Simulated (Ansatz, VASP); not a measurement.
One calculation of Au3C, two programs

Contents of INCAR:

```
SYSTEM = Au3C
PREC = Accurate ; ENCUT = 520
EDIFF = 1E-6 ; ISMEAR = 0
SIGMA = 0.1 ; LREAL = .FALSE.
LASPH = .TRUE. ; NELM = 60
ALGO = Normal ; ISIF = 2
LWAVE = .FALSE. ; LCHARG = .FALSE.
LDIPOL = .TRUE. ; IDIPOL = 3
DIPOL = 0.5 0.5 0.348 ; GGA = PE
NBANDS = 26
```

KPOINTS

```
Automatic mesh
0
G
  9 9 1
  0 0 0
```

File POSCAR:

```
Au3C
1.0
    2.9402049748      0.0000000000      0.0000000000
   -1.4701024874      2.5462922005      0.0000000000
    0.0000000000      0.0000000000     21.8974947720
Au C
3 1
Direct
    0.6666666667      0.3333333333      0.1826692981
    0.3333333333      0.6666666667      0.2945190844
    0.0000000000      0.0000000000      0.4063247812
    0.8888888889     -0.8888888889      0.5099896079
```

Input for Ansatz:

```yaml
crystal:
  lattice:
    - [2.9402049748, 0.0, 0.0]
    - [-1.4701024874, 2.5462922005, 0.0]
    - [0.0, 0.0, 21.897494772]
  atoms:
    - { symbol: Au, position: [0.6666666667, 0.3333333333, 0.1826692981] }
    - { symbol: Au, position: [0.3333333333, 0.6666666667, 0.2945190844] }
    - { symbol: Au, position: [0.0, 0.0, 0.4063247812] }
    - { symbol: C, position: [0.8888888889, -0.8888888889, 0.5099896079] }
basis:
  ecutwfc: 420
kpoints:
  mp_grid: { grid: [9, 9, 1] }
hamiltonian:
  xc: pbe
scf:
  occupations: { method: gaussian, width: 0.1 }
output:
  forces: true
  eigenvalues: true
  write_density: true
  write_potential: true
  elf: true
  volumetric_format: npy
efield:
  axis: 3
  dipole_correction: true
  ramp_width: 0.04
```

Alike in both runs: task single point; functional PBE; k mesh 9 × 9 × 1; occupations gaussian, width 0.1 eV; no spin polarisation.

|  | VASP | Ansatz |
| --- | --- | --- |
| version | VASP 6.6.1 | Ansatz 0.2.0 |
| potentials or method | VASP PAW PBE potentials, release 64 (Au, C), cutoff 520 eV | scalar-relativistic, plane waves, PAW |
| valence electrons in the cell | 37 | 61 |

```tsv
	VASP	Ansatz	Ansatz less VASP
gap on the k mesh at the Fermi level (eV)	none	none	-
rms of the force components (eV/Å)	0.685	0.689	+0.0047
```

Atom by atom the forces differ by 0.005 eV/Å (rms over components). A gap of «none» marks a metal or a gap that the smearing closes. The functional is the same, so the differences come from potentials, cutoffs and numerics. VASP's potentials hold 37 valence electrons a cell and Ansatz's 61, so a difference there can come from the potentials and not from the codes. Ansatz's warnings: xc potential rough in thin density.

Spin-orbit coupling is off throughout.
